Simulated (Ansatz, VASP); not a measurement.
## BO: VASP beside Ansatz

```
B O
1.0
     1.19592    0.69046    4.82307
    -1.19592    0.69046    4.82307
     0.00000   -1.38093    4.82307
B O
1 1
Direct
  0.26703 0.26703 0.26703
  0.97515 0.97515 0.97515
```

Alike in both runs: functional PBE; k mesh 24 × 24 × 24; occupations gaussian, width 0.1 eV; no spin polarisation.

Ansatz relaxed the structure, and its values are those at the end. VASP's run is a single point on that final structure, the one shown.

|  | VASP | Ansatz |
| --- | --- | --- |
| version | VASP 6.6.1 | Ansatz 0.2.0 |
| potentials or method | VASP PAW PBE potentials, release 64 (B, O), cutoff 520 eV | scalar-relativistic, plane waves, PAW |
| valence electrons in the cell | 9 | 9 |

Ansatz gave:

- gap on the k mesh at the Fermi level (eV): none
- pressure (GPa): 0.0
- rms of the force components (eV/Å): 0.000

Q: Which values does VASP return?

A: gap on the k mesh at the Fermi level (eV): none; pressure (GPa): 0.5; rms of the force components (eV/Å): 0.008.

A gap of «none» marks a metal or a gap that the smearing closes.
